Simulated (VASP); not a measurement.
# HfSiO4 (P1) in VASP: single point with PBE

Aim: the single point of HfSiO4 with PBE.

All numbers are computed with VASP 6.6.1; they aren't measurements. Logs are shortened: lines on timing, memory, paths and dates and some standing lists are left out, and cuts for length are marked.

## Step 1: The cell of the first run

The typed cell holds 12 atoms: a = 5.522 Å, b = 5.522 Å, c = 5.522 Å, α = 106.95°, β = 106.95°, γ = 114.64°.

## Step 2: Single point, PBE

File INCAR:

```
PREC = Accurate
ENCUT = 520
EDIFF = 1E-7
ISMEAR = 0
SIGMA = 0.05
LREAL = F
LASPH = T
NELM = 60
ALGO = Normal
ISIF = 2
LWAVE = F
LCHARG = T
GGA = PE
LELF = T
LVHAR = T
NBANDS = 50
```

File KPOINTS:

```
regular mesh
0
Gamma
  6 6 6
```

File POSCAR:

```
HfSiO4
1.0
   -3.2862500000      3.2862500000      2.9816000000
    3.2862500000     -3.2862500000      2.9816000000
    3.2862500000      3.2862500000     -2.9816000000
Hf Si O
2 2 8
Direct
    0.7500000000      0.2500000000      0.5000000000
   -0.0055886546      0.0044475592      0.0028878888
    0.2500000000      0.7500000000      0.5000000000
    0.5000000000      0.5000000000      0.0000000000
    0.1353000000      0.3198000000      0.8155000000
    0.0698000000      0.7543000000      0.6845000000
    0.5043000000      0.3198000000      0.1845000000
    0.0698000000      0.3853000000      0.3155000000
    0.6147000000      0.9302000000      0.6845000000
    0.6802000000      0.8647000000      0.1845000000
    0.2457000000      0.9302000000      0.3155000000
    0.6802000000      0.4957000000      0.8155000000
```

Potentials or basis: VASP PAW PBE potentials, release 64 (Hf_pv, Si, O).

On the command line:

```
cat potpaw_PBE.64/Hf_pv/POTCAR potpaw_PBE.64/Si/POTCAR potpaw_PBE.64/O/POTCAR > POTCAR
mpirun -np 1 vasp_std > vasp.out
```

OUTCAR:

```text
PREC = Accurate
   ENCUT = 520
   EDIFF = 1E-7
   ISMEAR = 0
   LREAL = F
   LASPH = T
   NELM = 60
   ISIF = 2
   GGA = PE

 ion  position               nearest neighbor table
   1  0.750  0.250  0.500-   5 2.11   7 2.11  10 2.11  12 2.11   9 2.26   6 2.26   8 2.26  11 2.26
                             3 2.98   3 2.98   2 3.57   2 3.59   2 3.64   2 3.64
   2  0.994  0.004  0.003-   8 2.08   9 2.09  11 2.14   6 2.16  10 2.23   5 2.26  12 2.27   7 2.28
                             4 2.97   4 2.99   1 3.57   1 3.59   1 3.64   1 3.64
   3  0.250  0.750  0.500-   6 1.62   8 1.62   9 1.62  11 1.62   1 2.98   1 2.98
   4  0.500  0.500  0.000-   5 1.62   7 1.62  10 1.62  12 1.62   2 2.97   2 2.99
   5  0.135  0.320  0.816-   4 1.62   1 2.11   2 2.26
   6  0.070  0.754  0.684-   3 1.62   2 2.16   1 2.26
   7  0.504  0.320  0.184-   4 1.62   1 2.11   2 2.28
   8  0.070  0.385  0.316-   3 1.62   2 2.08   1 2.26
   9  0.615  0.930  0.684-   3 1.62   2 2.09   1 2.26
  10  0.680  0.865  0.184-   4 1.62   1 2.11   2 2.23
  11  0.246  0.930  0.316-   3 1.62   2 2.14   1 2.26
  12  0.680  0.496  0.816-   4 1.62   1 2.11   2 2.27

  LATTYP: Found a body centered tetragonal cell.
 ALAT       =     6.5725000000
 C/A-ratio  =     0.9072955496

  Lattice vectors:

 A1 = (  -3.2862500000,   3.2862500000,   2.9816000000)
 A2 = (   3.2862500000,  -3.2862500000,   2.9816000000)
 A3 = (   3.2862500000,   3.2862500000,  -2.9816000000)

Analysis of symmetry for initial positions (statically):
=====================================================================
 Subroutine PRICEL returns:
 Original cell was already a primitive cell.

 Routine SETGRP: Setting up the symmetry group for a
 body centered tetragonal supercell.

 Subroutine GETGRP returns: Found  1 space group operations
 (whereof  1 operations were pure point group operations)
 out of a pool of 16 trial point group operations.

The static configuration has the point symmetry C_1 .

Analysis of symmetry for dynamics (positions and initial velocities):
=====================================================================
 Subroutine PRICEL returns:
 Original cell was already a primitive cell.

 Routine SETGRP: Setting up the symmetry group for a
 body centered tetragonal supercell.

 Subroutine GETGRP returns: Found  1 space group operations
 (whereof  1 operations were pure point group operations)
 out of a pool of 16 trial point group operations.

The dynamic configuration has the point symmetry C_1 .

 Subroutine INISYM returns: Found  1 space group operations
 (whereof  1 operations are pure point group operations),
 and found     1 'primitive' translations

----------------------------------------------------------------------------------------

                                     Primitive cell

  volume of cell :     128.7984

  direct lattice vectors                    reciprocal lattice vectors
    -3.286250000  3.286250000  2.981600000     0.000000000  0.152149106  0.167695197
     3.286250000 -3.286250000  2.981600000     0.152149106  0.000000000  0.167695197
     3.286250000  3.286250000 -2.981600000     0.152149106  0.152149106  0.000000000

  length of vectors
     5.521667926  5.521667926  5.521667926     0.226431070  0.226431070  0.215171329

  position of ions in fractional coordinates (direct lattice)
     0.750000000  0.250000000  0.500000000
     0.994411345  0.004447559  0.002887889
     0.250000000  0.750000000  0.500000000
     0.500000000  0.500000000  0.000000000
     0.135300000  0.319800000  0.815500000
     0.069800000  0.754300000  0.684500000
     0.504300000  0.319800000  0.184500000
     0.069800000  0.385300000  0.315500000
     0.614700000  0.930200000  0.684500000
     0.680200000  0.864700000  0.184500000
     0.245700000  0.930200000  0.315500000
     0.680200000  0.495700000  0.815500000

  ion indices of the primitive-cell ions
   primitive index   ion index
                 1           1
                 2           2
                 3           3
                 4           4
                 5           5
                 6           6
                 7           7
                 8           8
                 9           9
                10          10
                11          11
                12          12

----------------------------------------------------------------------------------------

 KPOINTS: regular mesh

Automatic generation of k-mesh.
 Grid dimensions read from file:
 generate k-points for:    6    6    6

 Generating k-lattice:

  Cartesian coordinates                     Fractional coordinates (reciprocal lattice)
     0.000000000  0.025358184  0.027949200     0.166666667  0.000000000  0.000000000
     0.025358184  0.000000000  0.027949200     0.000000000  0.166666667  0.000000000
     0.025358184  0.025358184  0.000000000     0.000000000  0.000000000  0.166666667

  Length of vectors
     0.037738512  0.037738512  0.035861888

  Shift w.r.t. Gamma in fractional coordinates (k-lattice)
     0.000000000  0.000000000  0.000000000

 Subroutine IBZKPT returns following result:
 ===========================================

 Found    112 irreducible k-points:

 Following reciprocal coordinates:
            Coordinates               Weight
  0.000000  0.000000  0.000000      1.000000
  0.166667  0.000000  0.000000      2.000000
  0.166667  0.000000 -0.166667      2.000000
  0.000000  0.166667 -0.166667      2.000000
  0.000000  0.166667  0.000000      2.000000
  0.333333 -0.000000  0.000000      2.000000
[... 16 lines left out ...]
 -0.000000  0.500000  0.333333      2.000000
 -0.333333 -0.166667  0.500000      2.000000
 [... further k-points ...]
   k-points           NKPTS =    112   k-points in BZ     NKDIM =    112   number of bands    NBANDS=     50
   number of dos      NEDOS =    301   number of ions     NIONS =     12
   total plane-waves  NPLWV =  74088
   dimension x,y,z NGX =    42 NGY =   42 NGZ =   42
   dimension x,y,z NGXF=    84 NGYF=   84 NGZF=   84
   ions per type =               2   2   8
   NGX,Y,Z   is equivalent  to a cutoff of  12.65, 12.65, 12.65 a.u.
   NGXF,Y,Z  is equivalent  to a cutoff of  25.29, 25.29, 25.29 a.u.
 SYSTEM =  unknown system
   PREC   = accura    normal or accurate (medium, high low for compatibility)
   ISTART =      0    job   : 0-new  1-cont  2-samecut
   ICHARG =      2    charge: 1-file 2-atom 10-const
   ISPIN  =      1    spin polarized calculation?
   LNONCOLLINEAR =      F non collinear calculations
   LSORBIT =      F    spin-orbit coupling
   LASPH  =      T    aspherical Exc in radial PAW
   ENCUT  =  520.0 eV  38.22 Ry    6.18 a.u.  10.27 10.27 10.27*2*pi/ulx,y,z
   NELM   =     60;   NELMIN=  2; NELMDL= -5     # of ELM steps
   EDIFF  = 0.1E-06   stopping-criterion for ELM
   LREAL  =      F    real-space projection
   EDIFFG = 0.1E-05   stopping-criterion for IOM
   NSW    =      0    number of steps for IOM
   IBRION =     -1    ionic relax: 0-MD 1-quasi-New 2-CG
   NFREE  =      0    steps in history (QN), initial steepest desc. (CG)
   ISIF   =      2    stress and relaxation
   ISYM   =      2    0-nonsym 1-usesym 2-fastsym
   POTIM  = 0.5000    time-step for ionic-motion
   TEBEG  =    0.0;   TEEND  =   0.0 temperature during run
   PSTRESS=    0.0 pullay stress
   NELECT =      76.0000    total number of electrons
   NUPDOWN=      -1.0000    fix difference up-down
   EMIN   =  10.00;   EMAX   =-10.00  energy-range for DOS
   EFERMI =   0.00;   METHOD = LEGACY
   ISMEAR =     0;   SIGMA  =   0.05  broadening in eV -4-tet -1-fermi 0-gaus
   EFERMI_NEDOS =   21; number of points for ismear=-14 and -15
   IALGO  =     38    algorithm
   IMIX   =      4    mixing-type and parameters
     AMIX     =   0.40;   BMIX     =  1.00
     AMIX_MAG =   1.60;   BMIX_MAG =  1.00
  volume/ion in A,a.u.               =      10.73        72.43
  Fermi-wavevector in a.u.,A,eV,Ry     =   1.373122  2.594825 25.653301  1.885464
  Thomas-Fermi vector in A             =   2.498668
   LORBIT       =      0    0 simple, 1 ext, 2 COOP (PROOUT), +10 PAW based schemes
   GGA     = PE    functional components
   LHFCALC =     F    Hartree Fock is set to
   AEXX    =    0.0000 exact exchange contribution
   IVDW    =     0    specifies the selected vdW correction
   LEPSILON=     F    determine dielectric tensor
   LRPA    =     F    only Hartree local field effects (RPA)
 non-spin polarized calculation
 Gauss-broadening in eV      SIGMA  =   0.05
  energy-cutoff  :      520.00
  volume of cell :      128.80
 maximum number of plane-waves:      3484
 NGX is ok and might be reduce to    42
   NGX = 21   NGY = 21   NGZ = 21

 number of electron      75.9999998 magnetization

 Free energy of the ion-electron system (eV)
  ---------------------------------------------------
  ext. energy  EPLUGINS =         0.00000000
  ---------------------------------------------------
  free energy    TOTEN  =      -108.57188040 eV

  energy without entropy =     -108.57188040  energy(sigma->0) =     -108.57188040

 E-fermi :   3.6516     XC(G=0): -11.0929

 val. band max:        3.3187407664   @ k =   0.0000   0.0000   0.0000
 cond. band min:       8.7076671591   @ k =   0.5000   0.5000   0.0000
 fundamental gap:      5.3889263926
 Fermi energy:         3.6515800558

 k-point     1 :       0.0000    0.0000    0.0000
  band No.  band energies     occupation
      1     -26.0294      2.00000
      2     -26.0187      2.00000
      3     -25.9499      2.00000
      4     -25.9369      2.00000
      5     -25.8438      2.00000
      6     -25.8435      2.00000
[... 42 lines left out ...]
     49      12.5960      0.00000
     50      13.1864      0.00000

 k-point     2 :       0.1667    0.0000    0.0000
  band No.  band energies     occupation
      1     -26.0314      2.00000
      2     -26.0175      2.00000
      3     -25.9490      2.00000
      4     -25.9373      2.00000
      5     -25.8479      2.00000
      6     -25.8421      2.00000
[... 42 lines left out ...]
     49      12.4902      0.00000
     50      13.0876      0.00000

 k-point     3 :       0.1667    0.0000   -0.1667
  band No.  band energies     occupation
      1     -26.0282      2.00000
      2     -26.0204      2.00000
      3     -25.9485      2.00000
      4     -25.9384      2.00000
      5     -25.8480      2.00000
      6     -25.8417      2.00000
[... 42 lines left out ...]
     49      12.5092      0.00000
     50      13.1661      0.00000

 k-point     4 :       0.0000    0.1667   -0.1667
  band No.  band energies     occupation
      1     -26.0313      2.00000
      2     -26.0182      2.00000
      3     -25.9467      2.00000
      4     -25.9392      2.00000
      5     -25.8479      2.00000
      6     -25.8419      2.00000
[... 999 lines left out ...]
 k-point    23 :      -0.0000    0.5000    0.3333
  band No.  band energies     occupation
      1     -26.0381      2.00000
      2     -26.0113      2.00000
      3     -25.9661      2.00000
      4     -25.9171      2.00000
      5     -25.8619      2.00000
      6     -25.8390      2.00000
[... 42 lines left out ...]
     49      12.5227      0.00000
     50      12.9895      0.00000

 k-point    24 :      -0.3333   -0.1667    0.5000
  band No.  band energies     occupation
      1     -26.0380      2.00000
      2     -26.0062      2.00000
      3     -25.9739      2.00000
      4     -25.9130      2.00000
      5     -25.8654      2.00000
      6     -25.8370      2.00000
[... 42 lines left out ...]
     49      12.5499      0.00000
     50      13.0259      0.00000

 [... further k-points ...]
[... 5 lines left out ...]
  --------------------------------------------------------------------------------------
  -------------------------------------------------------------------------------------
  Total        4.5179203      4.3948403      5.3439263      0.0330422      0.0609734      0.1130441
  in kB       56.2002927     54.6692492     66.4753254      0.4110256      0.7584733      1.4062030
  external PRESSURE =      59.1149558 kB  Pullay stress =       0.0000000 kB

 VOLUME and BASIS-vectors are now :
 -----------------------------------------------------------------------------
  energy-cutoff  :      520.00
  volume of cell :      128.80
      direct lattice vectors                 reciprocal lattice vectors
    -3.286250000  3.286250000  2.981600000     0.000000000  0.152149106  0.167695197
     3.286250000 -3.286250000  2.981600000     0.152149106  0.000000000  0.167695197
     3.286250000  3.286250000 -2.981600000     0.152149106  0.152149106  0.000000000

 POSITION                                       TOTAL-FORCE (eV/Angst)
 -----------------------------------------------------------------------------------
     -0.00000      3.28625      1.49080         0.261494     -0.141269      0.033624
     -3.24378      3.26276      2.96959        -0.877275      0.486045      0.242260
      3.28625     -0.00000      1.49080         0.329739     -0.185162     -0.030526
      0.00000      0.00000      2.98160        -0.154735      0.082782     -0.150301
      3.28625      2.07362     -1.07457         0.055664     -0.464029     -0.351086
      4.49888      0.00000      0.41623         0.494069      0.005587     -0.383108
      0.00000      1.21263      1.90703         0.054004      0.384429     -0.322548
      2.07362      0.00000      0.41623        -0.294249      0.008267     -0.310647
      3.28625      1.21263      2.56537        -0.014231      0.322128      0.292558
      1.21263     -0.00000      4.05617         0.485327     -0.031137      0.341955
      3.28625     -1.21263      2.56537        -0.011439     -0.438016      0.333845
      2.07362      3.28625      1.07457        -0.328367     -0.029625      0.303974
 -----------------------------------------------------------------------------------
    total drift:                               -0.000048      0.000048     -0.000070

  FREE ENERGIE OF THE ION-ELECTRON SYSTEM (eV)
  ---------------------------------------------------
  free  energy   TOTEN  =      -108.5718804028 eV

  energy  without entropy=     -108.5718804028  energy(sigma->0) =     -108.57188040
```

Run time: 14 min. Hardware: 1 thread of Intel Xeon Platinum 8259CL at 2.50GHz (Skylake/Cascade Lake), shared host; peak memory 0.64 GiB.

What came out:

| Quantity | Value |
| --- | --- |
| Free energy | -108.5719 eV |
| Pressure | 5.9 GPa |
| Largest force | 1.032 eV/Å |
| Band gap on the k mesh | 5.39 eV, indirect (least direct gap 5.74 eV) |

Forces in eV/Å, atoms in the order of the input:
```
Hf   0.261 -0.141  0.034
Hf  -0.877  0.486  0.242
Si   0.330 -0.185 -0.031
Si  -0.155  0.083 -0.150
O    0.056 -0.464 -0.351
O    0.494  0.006 -0.383
O    0.054  0.384 -0.323
O   -0.294  0.008 -0.311
O   -0.014  0.322  0.293
O    0.485 -0.031  0.342
O   -0.011 -0.438  0.334
O   -0.328 -0.030  0.304
```

Levels at points of the mesh, in eV from the valence-band top:
```tsv
k point	band 35	band 36	band 37	band 38	band 39	band 40	band 41	band 42
(0.00, 0.00, 0.00)	-0.59	-0.59	-0.55	0.00	5.78	6.05	6.20	6.23
(0.50, 0.00, 0.00)	-0.98	-0.81	-0.29	-0.21	5.66	5.83	6.58	6.72
(0.50, 0.00, 0.50)	-0.91	-0.89	-0.27	-0.15	5.66	5.80	6.51	6.75
(0.00, 0.50, 0.50)	-0.93	-0.85	-0.26	-0.19	5.66	5.81	6.50	6.77
(0.00, 0.50, 0.00)	-1.01	-0.82	-0.28	-0.21	5.66	5.83	6.65	6.68
(0.50, 0.50, 0.00)	-0.95	-0.84	-0.63	-0.57	5.39	5.43	6.45	6.49
(0.00, 0.00, 0.50)	-0.96	-0.91	-0.62	-0.59	5.40	5.42	6.46	6.46
(0.50, 0.50, 0.50)	-1.10	-1.10	-0.89	-0.87	6.24	6.25	6.60	6.64
```

Caveat: spin-orbit coupling is left out, which moves the levels of the heavy elements; forces of over 1 eV/Å act on the atoms, so gaps and moduli don't describe the material at rest. A k mesh can miss the band edges.
